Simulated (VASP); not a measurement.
A run of VASP 6.6.1 is set up as follows.

Contents of INCAR:

```
  ALGO = Normal
  EDIFF = 1E-6
  EDIFFG = -0.01
  ENCUT = 600
  GGA = PS
  IBRION = 2
  ISIF = 3
  ISMEAR = -1
  IVDW = 12
  LASPH = True
  LCHARG = False
  LREAL = False
  LWAVE = False
  NELM = 100
  NSW = 60
  PREC = Accurate
  SIGMA = 0.05
```

Contents of KPOINTS:

```
k-points
0
Gamma
  6 6 6
```

File POSCAR:

```
Cs
1.0
   -3.1284650614      3.1284650614      3.1284650614
    3.1284650614     -3.1284650614      3.1284650614
    3.1284650614      3.1284650614     -3.1284650614
Cs
1
Direct
    0.0000000000      0.0000000000      0.0000000000
```

Potentials or basis: VASP PAW PBE potentials, release 64 (Cs_sv).

Launch:

```console
$ cat potpaw_PBE.64/Cs_sv/POTCAR > POTCAR
$ mpirun -np 1 vasp_std > vasp.out
```

Estimate the relaxed volume.

100.17 Å³/atom.

Predict the relaxed cell.

a = 5.067 Å, b = 5.067 Å, c = 5.067 Å, α = 109.47°, β = 109.47°, γ = 109.47°.

What does it give for the space group after relaxing (to 0.05 Å)?

Im-3m (No. 229).

Final structure:
```
Cs
1.0
    -2.92566    2.92566    2.92566
     2.92566   -2.92566    2.92566
     2.92566    2.92566   -2.92566
Cs
1
Cartesian
  0.0000 0.0000 0.0000
```

Caveat: the volume moved by over 15 % at a fixed basis, so the end points are rough; the PAW data sets were made with another functional, which shifts forces and pressure a little; pairwise dispersion overbinds metals, which lowers pressure and volume.
